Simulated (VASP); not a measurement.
# Si (P2/m) in VASP: further runs

Runs on Si. Level: LDA. Tasks: single point.

All numbers are computed with VASP 6.6.1; they aren't measurements. Logs are shortened: lines on timing, memory, paths and dates and some standing lists are left out, and cuts for length are marked.

## (1) The cell of the first run

It takes space group P2/m (No. 10, monoclinic). The conventional cell has a = 2.608 Å, b = 2.471 Å, c = 9.051 Å, α = 90.00°, β = 93.30°, γ = 90.00°. Within 3.2 Å of Si (site symmetry m) lie 8 Si at 2.39 to 2.90 Å. Within 3.3 Å of Si (site symmetry m) lie 8 Si at 2.47 to 2.61 Å.

## (2) Single point, LDA

The input, INCAR:

```
SYSTEM = Si
PREC = Accurate
ENCUT = 520
EDIFF = 1E-6
ISMEAR = 0
SIGMA = 0.15
LREAL = .FALSE.
LASPH = .TRUE.
NELM = 80
ALGO = Normal
ISIF = 2
LWAVE = .FALSE.
LCHARG = .TRUE.
LELF = .TRUE.
LVHAR = .TRUE.
NBANDS = 16
```

The input, KPOINTS:

```
regular mesh
0
G
  22 24 7
  0 0 0
```

The input, POSCAR:

```
Si
1.0
    1.3042457136     -2.2590198415      0.0000000000
    0.0000000000      0.0000000000     -2.4707612060
    8.0863234243      4.0662357148      0.0000000000
Si
4
Direct
   -0.1750000000      0.0000000000      0.8750000000
    0.4750000000      0.0000000000      0.1250000000
   -0.0750000000      0.0000000000      0.3750000000
    0.3750000000      0.0000000000      0.6250000000
```

Potentials or basis: VASP PAW LDA potentials, release 64 (Si).

Run with:

```bash
$ cat potpaw_LDA.64/Si/POTCAR > POTCAR
$ mpirun -np 1 vasp_std > vasp.out
```

OUTCAR:

```text
SYSTEM = Si
   PREC = Accurate
   ENCUT = 520
   EDIFF = 1E-6
   ISMEAR = 0
   LREAL = .FALSE.
   LASPH = .TRUE.
   NELM = 80
   ISIF = 2

 ion  position               nearest neighbor table
   1  0.825  0.000  0.875-   2 2.39   4 2.61   4 2.61   2 2.90
   2  0.475  0.000  0.125-   1 2.39   3 2.61   3 2.61   1 2.90
   3  0.925  0.000  0.375-   2 2.61   4 2.61   4 2.61   2 2.61
   4  0.375  0.000  0.625-   1 2.61   3 2.61   3 2.61   1 2.61

  LATTYP: Found a simple monoclinic cell.
 ALAT       =     2.6084914272
 B/A-ratio  =     0.9471992816
 C/A-ratio  =     3.4698703146
 COS(beta)  =    -0.0576390418

  Lattice vectors:

 A1 = (   1.3042457136,  -2.2590198415,   0.0000000000)
 A2 = (   0.0000000000,   0.0000000000,   2.4707612060)
 A3 = (  -8.0863234243,  -4.0662357148,   0.0000000000)

Analysis of symmetry for initial positions (statically):
=====================================================================
 Subroutine PRICEL returns:
 Original cell was already a primitive cell.

 Routine SETGRP: Setting up the symmetry group for a
 simple monoclinic supercell.

 Subroutine GETGRP returns: Found  4 space group operations
 (whereof  2 operations were pure point group operations)
 out of a pool of  4 trial point group operations.

The static configuration has the point symmetry C_1h.
 The point group associated with its full space group is C_2h.

Analysis of symmetry for dynamics (positions and initial velocities):
=====================================================================
 Subroutine PRICEL returns:
 Original cell was already a primitive cell.

 Routine SETGRP: Setting up the symmetry group for a
 simple monoclinic supercell.

 Subroutine GETGRP returns: Found  4 space group operations
 (whereof  2 operations were pure point group operations)
 out of a pool of  4 trial point group operations.

The dynamic configuration has the point symmetry C_1h.
 The point group associated with its full space group is C_2h.

 Subroutine INISYM returns: Found  4 space group operations
 (whereof  2 operations are pure point group operations),
 and found     1 'primitive' translations

----------------------------------------------------------------------------------------

                                     Primitive cell

  volume of cell :      58.2372

  direct lattice vectors                    reciprocal lattice vectors
     1.304245714 -2.259019841  0.000000000     0.172513505 -0.343069143  0.000000000
     0.000000000  0.000000000 -2.470761206     0.000000000  0.000000000 -0.404733569
     8.086323424  4.066235715  0.000000000     0.095840836  0.055333733  0.000000000

  length of vectors
     2.608491427  2.470761206  9.051126969     0.384001753  0.404733569  0.110667465

  position of ions in fractional coordinates (direct lattice)
     0.825000000  0.000000000  0.875000000
     0.475000000  0.000000000  0.125000000
     0.925000000  0.000000000  0.375000000
     0.375000000  0.000000000  0.625000000

  ion indices of the primitive-cell ions
   primitive index   ion index
                 1           1
                 2           2
                 3           3
                 4           4

----------------------------------------------------------------------------------------

 KPOINTS: regular mesh

Automatic generation of k-mesh.
 Grid dimensions read from file:
 generate k-points for:   22   24    7

 Generating k-lattice:

  Cartesian coordinates                     Fractional coordinates (reciprocal lattice)
     0.007841523 -0.015594052  0.000000000     0.045454545  0.000000000 -0.000000000
     0.000000000  0.000000000 -0.016863899     0.000000000  0.041666667  0.000000000
     0.013691548  0.007904819  0.000000000     0.000000000  0.000000000  0.142857143

  Length of vectors
     0.017454625  0.016863899  0.015809638

  Shift w.r.t. Gamma in fractional coordinates (k-lattice)
     0.000000000  0.000000000  0.000000000

 Subroutine IBZKPT returns following result:
 ===========================================

 Found   1014 irreducible k-points:

 Following reciprocal coordinates:
            Coordinates               Weight
  0.000000  0.000000  0.000000      1.000000
  0.045455  0.000000  0.000000      2.000000
  0.090909  0.000000  0.000000      2.000000
  0.136364  0.000000 -0.000000      2.000000
  0.181818  0.000000  0.000000      2.000000
  0.227273  0.000000  0.000000      2.000000
[... 16 lines left out ...]
  0.454545  0.041667  0.000000      4.000000
  0.500000  0.041667  0.000000      2.000000
 [... further k-points ...]
   k-points           NKPTS =   1014   k-points in BZ     NKDIM =   1014   number of bands    NBANDS=     16
   number of dos      NEDOS =    301   number of ions     NIONS =      4
   total plane-waves  NPLWV =  25200
   dimension x,y,z NGX =    20 NGY =   18 NGZ =   70
   dimension x,y,z NGXF=    40 NGYF=   36 NGZF=  140
   ions per type =               4
   NGX,Y,Z   is equivalent  to a cutoff of  12.75, 12.11, 12.86 a.u.
   NGXF,Y,Z  is equivalent  to a cutoff of  25.49, 24.22, 25.71 a.u.
 SYSTEM =  Si
   PREC   = accura    normal or accurate (medium, high low for compatibility)
   ISTART =      0    job   : 0-new  1-cont  2-samecut
   ICHARG =      2    charge: 1-file 2-atom 10-const
   ISPIN  =      1    spin polarized calculation?
   LNONCOLLINEAR =      F non collinear calculations
   LSORBIT =      F    spin-orbit coupling
   LASPH  =      T    aspherical Exc in radial PAW
   ENCUT  =  520.0 eV  38.22 Ry    6.18 a.u.   4.85  4.59 16.83*2*pi/ulx,y,z
   NELM   =     80;   NELMIN=  2; NELMDL= -5     # of ELM steps
   EDIFF  = 0.1E-05   stopping-criterion for ELM
   LREAL  =      F    real-space projection
   EDIFFG = 0.1E-04   stopping-criterion for IOM
   NSW    =      0    number of steps for IOM
   IBRION =     -1    ionic relax: 0-MD 1-quasi-New 2-CG
   NFREE  =      0    steps in history (QN), initial steepest desc. (CG)
   ISIF   =      2    stress and relaxation
   ISYM   =      2    0-nonsym 1-usesym 2-fastsym
   POTIM  = 0.5000    time-step for ionic-motion
   TEBEG  =    0.0;   TEEND  =   0.0 temperature during run
   PSTRESS=    0.0 pullay stress
   NELECT =      16.0000    total number of electrons
   NUPDOWN=      -1.0000    fix difference up-down
   EMIN   =  10.00;   EMAX   =-10.00  energy-range for DOS
   EFERMI =   0.00;   METHOD = LEGACY
   ISMEAR =     0;   SIGMA  =   0.15  broadening in eV -4-tet -1-fermi 0-gaus
   EFERMI_NEDOS =   21; number of points for ismear=-14 and -15
   IALGO  =     38    algorithm
   IMIX   =      4    mixing-type and parameters
     AMIX     =   0.40;   BMIX     =  1.00
     AMIX_MAG =   1.60;   BMIX_MAG =  1.00
  volume/ion in A,a.u.               =      14.56        98.25
  Fermi-wavevector in a.u.,A,eV,Ry     =   1.064261  2.011161 15.410654  1.132651
  Thomas-Fermi vector in A             =   2.199773
   LORBIT       =      0    0 simple, 1 ext, 2 COOP (PROOUT), +10 PAW based schemes
   GGA     = CA    functional components
   LHFCALC =     F    Hartree Fock is set to
   AEXX    =    0.0000 exact exchange contribution
   IVDW    =     0    specifies the selected vdW correction
   LEPSILON=     F    determine dielectric tensor
   LRPA    =     F    only Hartree local field effects (RPA)
 non-spin polarized calculation
 Gauss-broadening in eV      SIGMA  =   0.15
  energy-cutoff  :      520.00
  volume of cell :       58.24
 maximum number of plane-waves:      1587
   NGX =  9   NGY =  9   NGZ = 33

 number of electron      16.0000000 magnetization

 Free energy of the ion-electron system (eV)
  ---------------------------------------------------
  ext. energy  EPLUGINS =         0.00000000
  ---------------------------------------------------
  free energy    TOTEN  =       -22.88746642 eV

  energy without entropy =      -22.87025374  energy(sigma->0) =      -22.87886008

 E-fermi :   9.7376     XC(G=0): -11.1733

 val. band max:        9.7367365528   @ k =   0.3636   0.0000  -0.0000
 cond. band min:       9.7376374305   @ k =  -0.4091   0.0000   0.4286
 fundamental gap:      0.0009008776
 Fermi energy:         9.7376144116

 k-point     1 :       0.0000    0.0000    0.0000
  band No.  band energies     occupation
      1      -4.4185      2.00000
      2      -2.6658      2.00000
      3      -2.6541      2.00000
      4       2.1622      2.00000
      5       2.8984      2.00000
      6      10.6861      0.00000
[... 8 lines left out ...]
     15      17.6737      0.00000
     16      18.9698      0.00000

 k-point     2 :       0.0455    0.0000    0.0000
  band No.  band energies     occupation
      1      -4.3746      2.00000
      2      -2.6496      2.00000
      3      -2.5836      2.00000
      4       2.1991      2.00000
      5       2.9452      2.00000
      6      10.6640      0.00000
[... 8 lines left out ...]
     15      18.8684      0.00000
     16      18.9879      0.00000

 k-point     3 :       0.0909    0.0000    0.0000
  band No.  band energies     occupation
      1      -4.2431      2.00000
      2      -2.5517      2.00000
      3      -2.4213      2.00000
      4       2.3101      2.00000
      5       3.0850      2.00000
      6      10.6723      0.00000
[... 8 lines left out ...]
     15      19.1088      0.00000
     16      19.1868      0.00000

 k-point     4 :       0.1364    0.0000   -0.0000
  band No.  band energies     occupation
      1      -4.0242      2.00000
      2      -2.3676      2.00000
      3      -2.1724      2.00000
      4       2.4951      2.00000
      5       3.3166      2.00000
      6      10.6868      0.00000
[... 8 lines left out ...]
     15      19.3686      0.00000
     16      19.3929      0.00000

 k-point     5 :       0.1818    0.0000    0.0000
  band No.  band energies     occupation
      1      -3.7183      2.00000
      2      -2.0976      2.00000
      3      -1.8376      2.00000
      4       2.7536      2.00000
      5       3.6381      2.00000
      6       9.3813      1.99922
[... 8 lines left out ...]
     15      19.4399      0.00000
     16      19.6696      0.00000

 k-point     6 :       0.2273    0.0000    0.0000
  band No.  band energies     occupation
      1      -3.3260      2.00000
      2      -1.7426      2.00000
      3      -1.4175      2.00000
      4       3.0828      2.00000
      5       4.0467      2.00000
      6       7.9769      2.00000
[... 8 lines left out ...]
     15      19.7277      0.00000
     16      20.0150      0.00000
[... 267 lines left out ...]
 k-point    21 :       0.3636    0.0417   -0.0000
  band No.  band energies     occupation
      1      -1.6019      2.00000
      2      -0.1461      2.00000
      3       0.3790      2.00000
      4       3.8047      2.00000
      5       4.9708      2.00000
      6       5.2811      2.00000
[... 8 lines left out ...]
     15      19.2261      0.00000
     16      20.8131      0.00000

 k-point    22 :       0.4091    0.0417    0.0000
  band No.  band energies     occupation
      1      -0.8789      2.00000
      2       0.5169      2.00000
      3       1.1132      2.00000
      4       2.8941      2.00000
      5       4.3012      2.00000
      6       4.9477      2.00000
[... 8 lines left out ...]
     15      19.5057      0.00000
     16      21.0558      0.00000

 k-point    23 :       0.4545    0.0417    0.0000
  band No.  band energies     occupation
      1      -0.0886      2.00000
      2       1.1759      2.00000
      3       1.7213      2.00000
      4       2.1398      2.00000
      5       3.3819      2.00000
      6       3.9588      2.00000
[... 8 lines left out ...]
     15      20.0772      0.00000
     16      21.3021      0.00000

 k-point    24 :       0.5000    0.0417    0.0000
  band No.  band energies     occupation
      1       0.5822      2.00000
      2       1.0057      2.00000
      3       1.7631      2.00000
      4       2.5424      2.00000
      5       3.0005      2.00000
      6       3.1744      2.00000
[... 8 lines left out ...]
     15      20.4760      0.00000
     16      21.1213      0.00000

 [... further k-points ...]

------------------------ aborting loop because EDIFF is reached ----------------------------------------

  FORCE on cell =-STRESS in cart. coord.  units (eV):
  Direction    XX          YY          ZZ          XY          YZ          ZX
  --------------------------------------------------------------------------------------
  -------------------------------------------------------------------------------------
  Total        0.6224273      1.2772867     -0.5690519      0.7547853      0.0000000      0.0000000
  in kB       17.1237551     35.1397563    -15.6553302     20.7650887      0.0000000      0.0000000
  external PRESSURE =      12.2027271 kB  Pullay stress =       0.0000000 kB

 VOLUME and BASIS-vectors are now :
 -----------------------------------------------------------------------------
  energy-cutoff  :      520.00
  volume of cell :       58.24
      direct lattice vectors                 reciprocal lattice vectors
     1.304245714 -2.259019841  0.000000000     0.172513505 -0.343069143  0.000000000
     0.000000000  0.000000000 -2.470761206     0.000000000  0.000000000 -0.404733569
     8.086323424  4.066235715  0.000000000     0.095840836  0.055333733  0.000000000

 POSITION                                       TOTAL-FORCE (eV/Angst)
 -----------------------------------------------------------------------------------
      8.15154      1.69426      0.00000        -0.303286     -0.406849      0.000000
      1.63031     -0.56475      0.00000         0.303286      0.406849      0.000000
      4.23880     -0.56475      0.00000        -0.003059      0.037697      0.000000
      5.54304      1.69426      0.00000         0.003059     -0.037697      0.000000
 -----------------------------------------------------------------------------------
    total drift:                                0.000000     -0.000000     -0.000000

  FREE ENERGIE OF THE ION-ELECTRON SYSTEM (eV)
  ---------------------------------------------------
  free  energy   TOTEN  =       -22.8874664238 eV

  energy  without entropy=      -22.8702537416  energy(sigma->0) =      -22.87886008
```

Wall time 9.8 min (1 thread of AMD EPYC 9R14 (Zen 4), shared host); peak memory 0.64 GiB.

What came out:

```
Free energy            : -22.8875 eV
Pressure               : 1.2 GPa
Largest force          : 0.507 eV/Å
Band gap on the k mesh : zero (bands 8 and 9 overlap by 7.88 eV)
```

Forces in eV/Å, atoms in the order of the input:
```
Si  -0.303 -0.407  0.000
Si   0.303  0.407  0.000
Si  -0.003  0.038  0.000
Si   0.003 -0.038  0.000
```

Stress tensor (GPa, compression positive):
```
 1.71  2.08  0.00
 2.08  3.51  0.00
 0.00  0.00 -1.57
```

## (3) Single point, LDA

The input, INCAR:

```
SYSTEM = Si
PREC     = Accurate       ! precision mode
ENCUT    = 520            ! plane-wave cutoff, eV
EDIFF    = 1E-6           ! SCF threshold, eV
ISMEAR   = 0              ! smearing method
SIGMA    = 0.15           ! smearing width, eV
LREAL    = .False.        ! projectors in reciprocal space
LASPH    = .True.         ! aspherical terms in the spheres
NELM     = 100            ! most SCF steps
ALGO     = Normal         ! electronic algorithm
ISIF     = 2              ! what is computed and relaxed
LWAVE    = .False.        ! write WAVECAR
LCHARG   = .False.        ! write CHGCAR
GGA      = CA             ! functional
NBANDS   = 16             ! bands
```

The input, KPOINTS:

```
Automatic mesh
0
Gamma
  22 24 7
  0 0 0
```

The input, POSCAR:

```
Si
1.0
    1.3042457136     -2.2590198415      0.0000000000
    0.0000000000      0.0000000000     -2.4707612060
    8.3471725671      3.6144317465      0.0000000000
Si
4
Direct
   -0.3500000000      0.0000000000      0.8750000000
    0.4500000000      0.0000000000      0.1250000000
   -0.1500000000      0.0000000000      0.3750000000
    0.2500000000      0.0000000000      0.6250000000
```

Potentials or basis: VASP PAW LDA potentials, release 64 (Si).

Run with:

```bash
$ cat potpaw_LDA.64/Si/POTCAR > POTCAR
$ mpirun -np 1 vasp_std > vasp.out
```

OUTCAR:

```text
SYSTEM = Si
   PREC = Accurate
   ENCUT = 520
   EDIFF = 1E-6
   ISMEAR = 0
   LREAL = .False.
   LASPH = .True.
   NELM = 100
   ISIF = 2
   GGA = CA

 ion  position               nearest neighbor table
   1  0.650  0.000  0.875-   2 2.27   4 2.61   4 2.61
   2  0.450  0.000  0.125-   1 2.27   3 2.61   3 2.61
   3  0.850  0.000  0.375-   2 2.61   4 2.61   2 2.61   4 2.61
   4  0.250  0.000  0.625-   1 2.61   3 2.61   3 2.61   1 2.61

  LATTYP: Found a simple monoclinic cell.
 ALAT       =     2.6084914272
 B/A-ratio  =     0.9471992816
[... 658 lines left out ...]
  --------------------------------------------------------------------------------------
  -------------------------------------------------------------------------------------
  Total        2.2344577      1.4876500     -0.3717906      1.5045955      0.0000000      0.0000000
  in kB       61.4727297     40.9271132    -10.2284260     41.3933054      0.0000000      0.0000000
  external PRESSURE =      30.7238056 kB  Pullay stress =       0.0000000 kB

 VOLUME and BASIS-vectors are now :
 -----------------------------------------------------------------------------
  energy-cutoff  :      520.00
  volume of cell :       58.24
      direct lattice vectors                 reciprocal lattice vectors
     1.304245714 -2.259019841  0.000000000     0.153345338 -0.354135889  0.000000000
     0.000000000  0.000000000 -2.470761206     0.000000000  0.000000000 -0.404733569
     8.347172567  3.614431747  0.000000000     0.095840836  0.055333733  0.000000000

 POSITION                                       TOTAL-FORCE (eV/Angst)
 -----------------------------------------------------------------------------------
      8.15154      1.69426      0.00000        -1.084447     -0.802747      0.000000
      1.63031     -0.56475      0.00000         1.084447      0.802747      0.000000
      4.23880     -0.56475      0.00000         0.016196      0.050670      0.000000
      5.54304      1.69426      0.00000        -0.016196     -0.050670      0.000000
 -----------------------------------------------------------------------------------
    total drift:                                0.000000     -0.000000     -0.000000

  FREE ENERGIE OF THE ION-ELECTRON SYSTEM (eV)
  ---------------------------------------------------
  free  energy   TOTEN  =       -22.7646972374 eV

  energy  without entropy=      -22.7472846069  energy(sigma->0) =      -22.75599092
```

stdout:

```text
POSCAR found type information on POSCAR Si
 POSCAR found :  1 types and       4 ions
 scaLAPACK will be used
 LDA part: xc-table for (Slater(with rela. corr.)+CA(PZ))
 , standard interpolation
 POSCAR, INCAR and KPOINTS ok, starting setup
 FFT: planning ... GRIDC
 FFT: planning ... GRID_SOFT
 FFT: planning ... GRID
 WAVECAR not read
 entering main loop
```

Run time: 9.5 min. Hardware: 1 thread of AMD EPYC 9R14 (Zen 4), shared host; peak memory 0.64 GiB.

What came out:

* Free energy: -22.7647 eV
* Pressure: 3.1 GPa
* Largest force: 1.349 eV/Å
* Band gap on the k mesh: zero (bands 8 and 9 overlap by 8.04 eV)

Forces on the atoms (eV/Å):
```
Si  -1.084 -0.803  0.000
Si   1.084  0.803  0.000
Si   0.016  0.051  0.000
Si  -0.016 -0.051  0.000
```

Stress tensor (GPa, compression positive):
```
 6.15  4.14  0.00
 4.14  4.09  0.00
 0.00  0.00 -1.02
```

Levels at points of the mesh, in eV from the Fermi level:
```csv
k point,band 4,band 5,band 6,band 7,band 8,band 9,band 10,band 11,band 12,band 13
"(0.00, 0.00, 0.00)",-7.53,-6.86,0.87,1.12,5.59,5.76,6.83,6.96,7.50,7.79
"(0.50, 0.00, 0.00)",-7.34,-6.30,-6.26,-3.51,-3.26,-1.04,-0.27,3.44,4.92,7.72
"(0.00, 0.50, 0.00)",-7.22,-5.62,-5.57,-3.07,-2.01,-1.87,1.45,5.18,5.65,8.13
"(0.50, 0.50, 0.00)",-3.20,-3.12,-2.41,-2.40,-2.31,-1.20,-1.02,0.68,1.39,1.71
```

Caveat: the cell stands under pressure; forces of over 1 eV/Å act on the atoms, so gaps and moduli don't describe the material at rest.

[end of part 1 of 2]
